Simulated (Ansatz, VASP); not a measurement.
## Pd in VASP and in Ansatz

File INCAR:

```
SYSTEM = Pd
PREC = Accurate ; ENCUT = 630
EDIFF = 1E-6 ; ISMEAR = -1
SIGMA = 0.08 ; LREAL = .FALSE.
LASPH = .TRUE. ; NELM = 120
ALGO = Normal ; ISIF = 2
LWAVE = .FALSE. ; LCHARG = .FALSE.
GGA = PE ; NBANDS = 25
GGA_COMPAT = .FALSE.
```

File KPOINTS:

```
regular mesh
0
G
  12 12 12
  0 0 0
```

Contents of POSCAR:

```
Pd
1.0
    0.0000000000      2.4506786320      2.4506786320
    2.4506786320      0.0000000000      2.4506786320
    2.4506786320      2.4506786320      0.0000000000
Pd
2
Direct
   -0.1250000000     -0.1250000000     -0.1250000000
    0.1250000000      0.1250000000      0.1250000000
```

Input for Ansatz:

```yaml
crystal:
  lattice:
    - [0.0, 2.450678632, 2.450678632]
    - [2.450678632, 0.0, 2.450678632]
    - [2.450678632, 2.450678632, 0.0]
  atoms:
    - { symbol: Pd, position: [-0.125, -0.125, -0.125] }
    - { symbol: Pd, position: [0.125, 0.125, 0.125] }
kpoints:
  mp_grid: { grid: [12, 12, 12] }
scf:
  occupations: { method: fermi_dirac, width: 0.08 }
hamiltonian:
  xc: pbe
  pseudopotentials: { kind: paw }
output:
  forces: true
  stress: true
  eigenvalues: true
  populations: true
  write_density: true
  write_potential: true
  elf: true
  volumetric_format: npy
```

Change from the starting cell: volume scaled by 0.6, PAW files.

Alike in both runs: task single point; functional PBE; k mesh 12 × 12 × 12; occupations fermi-dirac, width 0.08 eV; no spin polarisation.

|  | VASP | Ansatz |
| --- | --- | --- |
| version | VASP 6.6.1 | Ansatz 0.2.0 |
| potentials or method | VASP PAW PBE potentials, release 64 (Pd_sv_GW) | PAW with Ansatz's default frozen-core files, scalar-relativistic |
| plane-wave cutoff (eV) | 630 | 420 |
| valence electrons in the cell | 36 | 36 |

|  | VASP | Ansatz | Ansatz less VASP |
| --- | --- | --- | --- |
| pressure (GPa) | 130.8 | 130.8 | -0.03 |

Both programs put the cell under a high pressure, so it lies far from rest at this level. The functional is the same, so the differences come from potentials, cutoffs and numerics.

Noted on VASP's run: the cell as given lies far from equilibrium.
